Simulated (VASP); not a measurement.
W:

```
W
1.0
     2.81941    0.00000    0.00000
    -1.40970    2.44168    0.00000
     0.00000    0.00000    4.60409
W
2
Direct
  0.33333 0.66667 0.25000
  0.66667 0.33333 0.75000
```

- Program: VASP 6.6.1
- Task: relaxation of cell and atoms
- Functional: RPBE
- Potentials or basis: VASP PAW PBE potentials, release 64 (W_sv)
- Cutoff: 600 eV
- k mesh: 13 × 13 × 7
- Occupations: fermi-dirac, width 0.1 eV
- Spin: no spin polarisation

At the start: pressure 15.3 GPa; volume 15.85 Å³/atom.

Where does the relaxation end?

Over 9 steps the energy falls by 100.2 meV/atom and the volume is 16.77 Å³/atom (+5.8 %); space group P6_3/mmc (No. 194, to 0.05 Å).

The path:
```
step  energy change (eV)  largest force (eV/Å)  pressure (GPa)  volume (Å³)
   1              0.0000                0.0000           15.31        31.69
   2              0.4311                0.0000          -30.71        39.11
   3             -0.1142                0.0000           -3.92        33.87
   4             -0.1931                0.0000           -2.54        33.94
   5             -0.1967                0.0000           -3.04        33.94
   6             -0.1782                0.0000            8.01        32.62
   7             -0.2005                0.0000           -0.03        33.55
   8             -0.2005                0.0000            0.02        33.54
   9             -0.2005                0.0000            0.04        33.54
```

Final structure:
```yaml
crystal:
  lattice:
    - [2.78999, 0.00000, 0.00000]
    - [-1.39500, 2.41620, 0.00000]
    - [0.00000, 0.00000, 4.97510]
  atoms:
    - { symbol: W, position: [0.33333, 0.66667, 0.25000] }
    - { symbol: W, position: [0.66667, 0.33333, 0.75000] }
```

Caveat: the PAW data sets were made with another functional, which shifts forces and pressure a little.
